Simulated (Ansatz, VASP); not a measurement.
**SiC: VASP beside Ansatz**

The input INCAR:

```
SYSTEM = SiC
PREC = Accurate ; ENCUT = 520
EDIFF = 1E-6 ; ISMEAR = 0
SIGMA = 0.05 ; LREAL = Auto
LASPH = .True. ; NELM = 120
ALGO = Normal ; ISIF = 2
LWAVE = .False. ; LCHARG = .False.
LDIPOL = .True. ; IDIPOL = 3
DIPOL = 0.5 0.5 0.403 ; GGA = PE
IVDW = 12 ; NBANDS = 106
GGA_COMPAT = .False. ; NELMDL = -8
```

File KPOINTS:

```
regular mesh
0
Gamma
  3 2 1
  0 0 0
```

POSCAR

```
SiC
1.0
    6.1499993395      0.0000000000      0.0000000000
    0.0000000000      8.6974124746      0.0000000000
    0.0000000000      0.0000000000     27.4590993395
Si C
20 20
Direct
    0.2500000000      0.7500000000      0.2913424035
    0.2500000000      0.2500000000      0.2913424035
    0.7500000000      0.7500000000      0.2913424035
    0.7500000000      0.2500000000      0.2913424035
    0.5000000000      0.5000000000      0.3473347657
    0.5000000000      0.0000000000      0.3473347657
    0.0000000000      0.5000000000      0.3473347657
    0.0000000000      0.0000000000      0.3473347657
    0.7500070928      0.2462653079      0.4027976498
    0.7498841656      0.7452704067      0.4025403570
    0.2500167705      0.2472744030      0.4034124576
    0.2499648401      0.7453583560      0.4025587402
   -0.0001279534     -0.0007292570      0.4610843198
    0.0004952017      0.4975783153      0.4615028912
    0.5001009303     -0.0016336488      0.4610770925
    0.4992253663      0.4976651507      0.4618910609
    0.2504935181      0.7253642839      0.5059270211
    0.2489005162      0.2296352109      0.5111587107
    0.7499163179      0.7255427322      0.5058275244
    0.7493741836      0.2184191866      0.5062941201
    0.5000000000      0.1250000000      0.2913424035
    0.5000000000      0.6250000000      0.2913424035
    0.0000000000      0.1250000000      0.2913424035
    0.0000000000      0.6250000000      0.2913424035
    0.7500000000      0.8750000000      0.3473347657
    0.7500000000      0.3750000000      0.3473347657
    0.2500000000      0.8750000000      0.3473347657
    0.2500000000      0.3750000000      0.3473347657
   -0.0001442723      0.6212320638      0.4040440781
    0.0003298055      0.1227465291      0.4037700257
    0.4999269585      0.6211028272      0.4041500022
    0.4997804657      0.1226517070      0.4039099086
    0.2497454579      0.3744155335      0.4606291630
    0.2497050176      0.8763205947      0.4590601142
    0.7497752245      0.3750342044      0.4603060095
    0.7503224909      0.8760814163      0.4588337785
    0.4986980424      0.1215012488      0.5160331301
    0.5004646604      0.6276274561      0.5164047051
   -0.0002695761      0.1223169527      0.5160422831
    0.0000066920      0.6272967243      0.5161381241
```

Input for Ansatz:

```yaml
crystal:
  lattice:
    - [6.1499993395, 0.0, 0.0]
    - [0.0, 8.6974124746, 0.0]
    - [0.0, 0.0, 27.4590993395]
  atoms:
    - { symbol: Si, position: [0.25, 0.75, 0.2913424035] }
    - { symbol: Si, position: [0.25, 0.25, 0.2913424035] }
    - { symbol: Si, position: [0.75, 0.75, 0.2913424035] }
    - { symbol: Si, position: [0.75, 0.25, 0.2913424035] }
    - { symbol: C, position: [0.5, 0.125, 0.2913424035] }
    - { symbol: C, position: [0.5, 0.625, 0.2913424035] }
    - { symbol: C, position: [0.0, 0.125, 0.2913424035] }
    - { symbol: C, position: [0.0, 0.625, 0.2913424035] }
    - { symbol: Si, position: [0.5, 0.5, 0.3473347657] }
    - { symbol: Si, position: [0.5, 0.0, 0.3473347657] }
    - { symbol: Si, position: [0.0, 0.5, 0.3473347657] }
    - { symbol: Si, position: [0.0, 0.0, 0.3473347657] }
    - { symbol: C, position: [0.75, 0.875, 0.3473347657] }
    - { symbol: C, position: [0.75, 0.375, 0.3473347657] }
    - { symbol: C, position: [0.25, 0.875, 0.3473347657] }
    - { symbol: C, position: [0.25, 0.375, 0.3473347657] }
    - { symbol: Si, position: [0.7500070928, 0.2462653079, 0.4027976498] }
    - { symbol: Si, position: [0.7498841656, 0.7452704067, 0.402540357] }
    - { symbol: Si, position: [0.2500167705, 0.247274403, 0.4034124576] }
    - { symbol: Si, position: [0.2499648401, 0.745358356, 0.4025587402] }
    - { symbol: C, position: [-0.0001442723, 0.6212320638, 0.4040440781] }
    - { symbol: C, position: [0.0003298055, 0.1227465291, 0.4037700257] }
    - { symbol: C, position: [0.4999269585, 0.6211028272, 0.4041500022] }
    - { symbol: C, position: [0.4997804657, 0.122651707, 0.4039099086] }
    - { symbol: Si, position: [-0.0001279534, -0.000729257, 0.4610843198] }
    - { symbol: Si, position: [0.0004952017, 0.4975783153, 0.4615028912] }
    - { symbol: Si, position: [0.5001009303, -0.0016336488, 0.4610770925] }
    - { symbol: Si, position: [0.4992253663, 0.4976651507, 0.4618910609] }
    - { symbol: C, position: [0.2497454579, 0.3744155335, 0.460629163] }
    - { symbol: C, position: [0.2497050176, 0.8763205947, 0.4590601142] }
    - { symbol: C, position: [0.7497752245, 0.3750342044, 0.4603060095] }
    - { symbol: C, position: [0.7503224909, 0.8760814163, 0.4588337785] }
    - { symbol: Si, position: [0.2504935181, 0.7253642839, 0.5059270211] }
    - { symbol: Si, position: [0.2489005162, 0.2296352109, 0.5111587107] }
    - { symbol: Si, position: [0.7499163179, 0.7255427322, 0.5058275244] }
    - { symbol: Si, position: [0.7493741836, 0.2184191866, 0.5062941201] }
    - { symbol: C, position: [0.4986980424, 0.1215012488, 0.5160331301] }
    - { symbol: C, position: [0.5004646604, 0.6276274561, 0.5164047051] }
    - { symbol: C, position: [-0.0002695761, 0.1223169527, 0.5160422831] }
    - { symbol: C, position: [6.692e-06, 0.6272967243, 0.5161381241] }
basis:
  ecutwfc: 420
kpoints:
  mp_grid: { grid: [3, 2, 1] }
hamiltonian:
  xc: pbe
  dispersion: d3bj
scf:
  occupations: { method: gaussian, width: 0.05 }
output:
  forces: true
  eigenvalues: true
  write_density: true
  volumetric_format: npy
efield:
  axis: 3
  dipole_correction: true
  ramp_width: 0.04
```

Alike in both runs: task single point; functional PBE; dispersion D3(BJ); k mesh 3 × 2 × 1; occupations gaussian, width 0.05 eV; no spin polarisation.

```csv
,VASP,Ansatz
version,VASP 6.6.1,Ansatz 0.2.0
potentials or method,"VASP PAW PBE potentials, release 64 (Si, C), cutoff 520 eV","scalar-relativistic, plane waves, PAW"
valence electrons in the cell,160,160
```

```csv
,VASP,Ansatz,Ansatz less VASP
gap on the k mesh at the Fermi level (eV),none,none,-
rms of the force components (eV/Å),0.745,0.748,+0.0023
```

A gap of «none» marks a metal or a gap that the smearing closes.

The k mesh is coarse, so the values compare programs but aren't converged.
